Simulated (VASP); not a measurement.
# Ta4In (I4/m) in VASP: a series of runs

Ta4In is run at these levels: PBE; tasks: single point, relaxation of cell and atoms.

Program: VASP 6.6.1. These are calculated values, not measurements. Logs are shortened: lines on timing, memory, paths and dates and some standing lists are left out, and cuts for length are marked.

## (1) The cell of the first run

The structure is tetragonal, space group I4/m (No. 87). Conventional cell: a = 7.406 Å, b = 7.406 Å, c = 3.499 Å, α = 90.00°, β = 90.00°, γ = 90.00°. Within 3.7 Å of Ta (site symmetry m) lie 11 Ta at 2.83 to 3.50 Å and 3 In at 2.98 to 3.29 Å. Within 3.9 Å of In (site symmetry 4/m) lie 12 Ta at 2.98 to 3.29 Å and 2 In at 3.50 Å.

## (2) Single point, PBE

INCAR reads:

```
  PREC = Accurate
  ENCUT = 520
  EDIFF = 1E-6
  ISMEAR = 0
  SIGMA = 0.2
  LREAL = F
  LASPH = T
  NELM = 80
  ALGO = Normal
  ISIF = 2
  LWAVE = F
  LCHARG = F
  GGA = PE
  NBANDS = 36
```

KPOINTS reads:

```
Automatic mesh
0
Gamma
  5 5 5
```

POSCAR reads:

```
Ta4In
1.0
   -3.7029148731      3.7029148731      1.7495698612
    3.7029148731     -3.7029148731      1.7495698612
    3.7029148731      3.7029148731     -1.7495698612
Ta In
4 1
Direct
    0.4026804347      0.8109019598      0.2135823945
    0.1890980402      0.4026804347      0.5917784749
    0.5973195653      0.1890980402      0.7864176055
    0.8109019598      0.5973195653      0.4082215251
    0.0000000000      0.0000000000      0.0000000000
```

Potentials or basis: VASP PAW PBE potentials, release 64 (Ta_pv, In_d).

On the command line:

```sh
cat potpaw_PBE.64/Ta_pv/POTCAR potpaw_PBE.64/In_d/POTCAR > POTCAR
mpirun -np 1 vasp_std > vasp.out
```

OUTCAR:

```text
PREC = Accurate
   ENCUT = 520
   EDIFF = 1E-6
   ISMEAR = 0
   LREAL = F
   LASPH = T
   NELM = 80
   ISIF = 2
   GGA = PE

 ion  position               nearest neighbor table
   1  0.403  0.811  0.214-   2 2.83   4 2.83   2 2.83   4 2.83   5 2.98   5 2.98   3 3.00   3 3.00
                             3 3.15   5 3.29   2 3.41   4 3.41
   2  0.189  0.403  0.592-   3 2.83   1 2.83   3 2.83   1 2.83   5 2.98   5 2.98   4 3.00   4 3.00
                             4 3.15   5 3.29   1 3.41   3 3.41
   3  0.597  0.189  0.786-   2 2.83   4 2.83   2 2.83   4 2.83   5 2.98   5 2.98   1 3.00   1 3.00
                             1 3.15   5 3.29   4 3.41   2 3.41
   4  0.811  0.597  0.408-   3 2.83   1 2.83   3 2.83   1 2.83   5 2.98   5 2.98   2 3.00   2 3.00
                             2 3.15   5 3.29   3 3.41   1 3.41
   5  0.000  0.000  0.000-   1 2.98   3 2.98   4 2.98   2 2.98   4 2.98   3 2.98   1 2.98   2 2.98
                             4 3.29   2 3.29   3 3.29   1 3.29

  LATTYP: Found a body centered tetragonal cell.
 ALAT       =     7.4058297462
 C/A-ratio  =     0.4724844943

  Lattice vectors:

 A1 = (  -3.7029148731,   3.7029148731,   1.7495698612)
 A2 = (   3.7029148731,  -3.7029148731,   1.7495698612)
 A3 = (   3.7029148731,   3.7029148731,  -1.7495698612)

Analysis of symmetry for initial positions (statically):
=====================================================================
 Subroutine PRICEL returns:
 Original cell was already a primitive cell.

 Routine SETGRP: Setting up the symmetry group for a
 body centered tetragonal supercell.

 Subroutine GETGRP returns: Found  8 space group operations
 (whereof  8 operations were pure point group operations)
 out of a pool of 16 trial point group operations.

The static configuration has the point symmetry C_4h.

Analysis of symmetry for dynamics (positions and initial velocities):
=====================================================================
 Subroutine PRICEL returns:
 Original cell was already a primitive cell.

 Routine SETGRP: Setting up the symmetry group for a
 body centered tetragonal supercell.

 Subroutine GETGRP returns: Found  8 space group operations
 (whereof  8 operations were pure point group operations)
 out of a pool of 16 trial point group operations.

The dynamic configuration has the point symmetry C_4h.

 Subroutine INISYM returns: Found  8 space group operations
 (whereof  8 operations are pure point group operations),
 and found     1 'primitive' translations
[... 97 lines left out ...]
   EDIFF  = 0.1E-05   stopping-criterion for ELM
   LREAL  =      F    real-space projection
   EDIFFG = 0.1E-04   stopping-criterion for IOM
   NSW    =      0    number of steps for IOM
   IBRION =     -1    ionic relax: 0-MD 1-quasi-New 2-CG
   NFREE  =      0    steps in history (QN), initial steepest desc. (CG)
   ISIF   =      2    stress and relaxation
   ISYM   =      2    0-nonsym 1-usesym 2-fastsym
   POTIM  = 0.5000    time-step for ionic-motion
   TEBEG  =    0.0;   TEEND  =   0.0 temperature during run
   PSTRESS=    0.0 pullay stress
   NELECT =      57.0000    total number of electrons
   NUPDOWN=      -1.0000    fix difference up-down
   EMIN   =  10.00;   EMAX   =-10.00  energy-range for DOS
   EFERMI =   0.00;   METHOD = LEGACY
   ISMEAR =     0;   SIGMA  =   0.20  broadening in eV -4-tet -1-fermi 0-gaus
   EFERMI_NEDOS =   21; number of points for ismear=-14 and -15
   IALGO  =     38    algorithm
   IMIX   =      4    mixing-type and parameters
     AMIX     =   0.40;   BMIX     =  1.00
     AMIX_MAG =   1.60;   BMIX_MAG =  1.00
  volume/ion in A,a.u.               =      19.19       129.51
  Fermi-wavevector in a.u.,A,eV,Ry     =   1.376175  2.600593 25.767482  1.893857
  Thomas-Fermi vector in A             =   2.501443
   LORBIT       =      0    0 simple, 1 ext, 2 COOP (PROOUT), +10 PAW based schemes
   GGA     = PE    functional components
   LHFCALC =     F    Hartree Fock is set to
   AEXX    =    0.0000 exact exchange contribution
   IVDW    =     0    specifies the selected vdW correction
   LEPSILON=     F    determine dielectric tensor
   LRPA    =     F    only Hartree local field effects (RPA)
 non-spin polarized calculation
 Gauss-broadening in eV      SIGMA  =   0.20
  energy-cutoff  :      520.00
  volume of cell :       95.96
 maximum number of plane-waves:      2627
 NGX is ok and might be reduce to    42
   NGX = 21   NGY = 21   NGZ = 21

 number of electron      57.0000006 magnetization

 Free energy of the ion-electron system (eV)
  ---------------------------------------------------
  ext. energy  EPLUGINS =         0.00000000
  ---------------------------------------------------
  free energy    TOTEN  =       -49.38446074 eV

  energy without entropy =      -49.32108934  energy(sigma->0) =      -49.35277504

 E-fermi :   6.3943     XC(G=0): -12.1967

 val. band max:        6.3696079632   @ k =  -0.2000   0.2000   0.0000
 cond. band min:       6.4193372869   @ k =  -0.2000   0.4000  -0.0000
 fundamental gap:      0.0497293236
 Fermi energy:         6.3942698432

 k-point     1 :       0.0000    0.0000    0.0000
  band No.  band energies     occupation
      1     -28.1104      2.00000
      2     -28.0653      2.00000
      3     -27.8971      2.00000
      4     -27.8971      2.00000
      5     -27.8026      2.00000
      6     -27.6667      2.00000
[... 808 lines left out ...]
     35       9.8747      0.00000
     36      10.0049      0.00000

------------------------ aborting loop because EDIFF is reached ----------------------------------------

  FORCE on cell =-STRESS in cart. coord.  units (eV):
  Direction    XX          YY          ZZ          XY          YZ          ZX
  --------------------------------------------------------------------------------------
  -------------------------------------------------------------------------------------
  Total       -0.4422132     -0.4422132     -0.3694804     -0.0000001      0.0000000      0.0000000
  in kB       -7.3835216     -7.3835216     -6.1691208     -0.0000012      0.0000000      0.0000000
  external PRESSURE =      -6.9787213 kB  Pullay stress =       0.0000000 kB

 VOLUME and BASIS-vectors are now :
 -----------------------------------------------------------------------------
  energy-cutoff  :      520.00
  volume of cell :       95.96
      direct lattice vectors                 reciprocal lattice vectors
    -3.702914873  3.702914873  1.749569861     0.000000000  0.135028759  0.285784530
     3.702914873 -3.702914873  1.749569861     0.135028759  0.000000000  0.285784530
     3.702914873  3.702914873 -1.749569861     0.135028759  0.135028759  0.000000000

 POSITION                                       TOTAL-FORCE (eV/Angst)
 -----------------------------------------------------------------------------------
      2.30249     -0.72073      1.74957        -0.026310      0.050807      0.000000
      2.98218      1.40043      0.00000         0.050807      0.026310      0.000000
      1.40043      4.42365      0.00000         0.026310     -0.050807     -0.000000
      0.72073      2.30249      1.74957        -0.050807     -0.026310     -0.000000
      0.00000      0.00000      0.00000         0.000000     -0.000000     -0.000000
 -----------------------------------------------------------------------------------
    total drift:                               -0.000000     -0.000000      0.000000

  FREE ENERGIE OF THE ION-ELECTRON SYSTEM (eV)
  ---------------------------------------------------
  free  energy   TOTEN  =       -49.3844607440 eV

  energy  without entropy=      -49.3210893371  energy(sigma->0) =      -49.35277504
```

OSZICAR:

```text
N       E                     dE             d eps       ncg     rms          rms(c)
DAV:   1     0.599646810142E+03    0.59965E+03   -0.30009E+04  1512   0.181E+03
DAV:   2    -0.930583859715E+01   -0.60895E+03   -0.59743E+03  1560   0.513E+02
DAV:   3    -0.496340853984E+02   -0.40328E+02   -0.38528E+02  1840   0.125E+02
DAV:   4    -0.516748815464E+02   -0.20408E+01   -0.20034E+01  1992   0.241E+01
DAV:   5    -0.517561780657E+02   -0.81297E-01   -0.81046E-01  2268   0.485E+00    0.247E+01
DAV:   6    -0.498844645343E+02    0.18717E+01   -0.26121E+00  1720   0.115E+01    0.117E+01
DAV:   7    -0.493904907631E+02    0.49397E+00   -0.20485E+00  1864   0.905E+00    0.101E+00
DAV:   8    -0.493848150411E+02    0.56757E-02   -0.94814E-02  1864   0.194E+00    0.566E-01
DAV:   9    -0.493845035789E+02    0.31146E-03   -0.86120E-03  2108   0.510E-01    0.230E-01
DAV:  10    -0.493844623818E+02    0.41197E-04   -0.93018E-04  1892   0.198E-01    0.794E-02
DAV:  11    -0.493844664952E+02   -0.41135E-05   -0.10386E-04  1912   0.756E-02    0.265E-02
DAV:  12    -0.493844616116E+02    0.48836E-05   -0.15361E-05  2004   0.234E-02    0.103E-02
DAV:  13    -0.493844603719E+02    0.12397E-05   -0.10635E-06  1200   0.655E-03    0.392E-03
DAV:  14    -0.493844607440E+02   -0.37209E-06   -0.39777E-07  1008   0.452E-03
   1 F= -.49384461E+02 E0= -.49352775E+02  d E =-.633714E-01
```

Run time: 90 s. Hardware: 1 thread of Intel Xeon Platinum 8259CL at 2.50GHz (Skylake/Cascade Lake), shared host; peak memory 0.29 GiB.

Results:

- Free energy: -49.3845 eV
- Pressure: -0.7 GPa
- Largest force: 0.057 eV/Å
- Band gap on the k mesh: zero (an odd number of electrons rules out a gap without spin polarisation)

Forces on the atoms (eV/Å):
```
Ta  -0.026  0.051  0.000
Ta   0.051  0.026  0.000
Ta   0.026 -0.051  0.000
Ta  -0.051 -0.026  0.000
In   0.000  0.000  0.000
```

Caveat: the k points lie up to 0.40 Å⁻¹ apart, too coarse for converged energies and pressures of a metal; spin-orbit coupling is left out, which moves the levels of the heavy elements.

## (3) Relaxation of cell and atoms, PBE

This run uses another cell than the first one, of 17.60 Å³/atom.

INCAR reads:

```
SYSTEM = Ta4In
ALGO = Normal
EDIFF = 1E-6
EDIFFG = -0.08
ENCUT = 600
GGA = PE
IBRION = 2
ISIF = 3
ISMEAR = 0
LASPH = .True.
LCHARG = .False.
LREAL = .False.
LWAVE = .False.
NELM = 60
NSW = 36
PREC = Accurate
SIGMA = 0.2
```

KPOINTS reads:

```
k-points
0
Gamma
  5 5 5
  0 0 0
```

POSCAR reads:

```
Ta4In
1.0
   -3.6640000000      3.6640000000      1.6385000000
    3.6640000000     -3.6640000000      1.6385000000
    3.6640000000      3.6640000000     -1.6385000000
Ta In
4 1
Direct
    0.4000000000      0.8000000000      0.2000000000
    0.2000000000      0.4000000000      0.6000000000
    0.6000000000      0.2000000000      0.8000000000
    0.8000000000      0.6000000000      0.4000000000
    0.0000000000      0.0000000000      0.0000000000
```

Potentials or basis: VASP PAW PBE potentials, release 64 (Ta_pv, In_d).

On the command line:

```sh
cat potpaw_PBE.64/Ta_pv/POTCAR potpaw_PBE.64/In_d/POTCAR > POTCAR
mpirun -np 1 vasp_std > vasp.out
```

It took 11 min on 1 thread of Intel Xeon Platinum 8259CL at 2.50GHz (Skylake/Cascade Lake), shared host; peak memory 0.37 GiB.

It converged, with:

```
Free energy                           : -49.3845 eV
Relaxed volume                        : 19.12 Å³/atom
Relaxed cell                          : a = 5.514 Å, b = 5.514 Å, c = 5.514 Å, α = 95.77°, β = 95.77°, γ = 143.03°
Space group after relaxing (to 0.1 Å) : I4/m (No. 87)
Energy gained by relaxing             : 114.0 meV/atom
Ionic steps                           : 9
Pressure after relaxing               : -0.1 GPa
Largest force after relaxing          : 0.061 eV/Å
Band gap on the k mesh                : zero (an odd number of electrons rules out a gap without spin polarisation)
```

Forces in eV/Å, atoms in the order of the input:
```
Ta  -0.043  0.043  0.000
Ta   0.043  0.043  0.000
Ta   0.043 -0.043  0.000
Ta  -0.043 -0.043  0.000
In   0.000  0.000  0.000
```

The path:
```
step  energy change (eV)  largest force (eV/Å)  pressure (GPa)  volume (Å³)
   1              0.0000                1.0900           15.45        87.99
   2              0.6452                0.8506          -20.15       111.38
   3             -0.4096                0.8672           -2.42        96.22
   4             -0.4106                0.8721           -1.74        95.83
   5             -0.5480                0.3346           -0.19        95.34
   6             -0.5661                0.0990            0.82        95.08
   7             -0.5662                0.0784           -1.28        96.31
   8             -0.5684                0.0887           -0.24        95.70
   9             -0.5699                0.0610           -0.08        95.62
```

Final structure:
```
Ta In
1.0
    -3.69779    3.69779    1.74829
     3.69779   -3.69779    1.74829
     3.69779    3.69779   -1.74829
Ta In
4 1
Cartesian
  2.2993 -0.7198 1.7483
  2.9780 1.3985 0.0000
  1.3985 4.4176 0.0000
  0.7198 2.2993 1.7483
  0.0000 0.0000 0.0000
```

Levels at points of the mesh, in eV from the Fermi level:
| k point | band 25 | band 26 | band 27 | band 28 | band 29 | band 30 | band 31 | band 32 |
| --- | --- | --- | --- | --- | --- | --- | --- | --- |
| (0.00, 0.00, 0.00) | -1.06 | -0.61 | -0.46 | -0.22 | 0.10 | 0.10 | 1.36 | 1.75 |

Caveat: the k points lie up to 0.40 Å⁻¹ apart in the final cell, too coarse for converged energies and pressures of a metal; spin-orbit coupling is left out, which moves the levels of the heavy elements; the relaxation stopped at a loose force limit of 0.08 eV/Å, so its end isn't a converged minimum.

[end of part 1 of 2]

The gap in the log of VASP goes by the Fermi energy; the results here count the filled bands.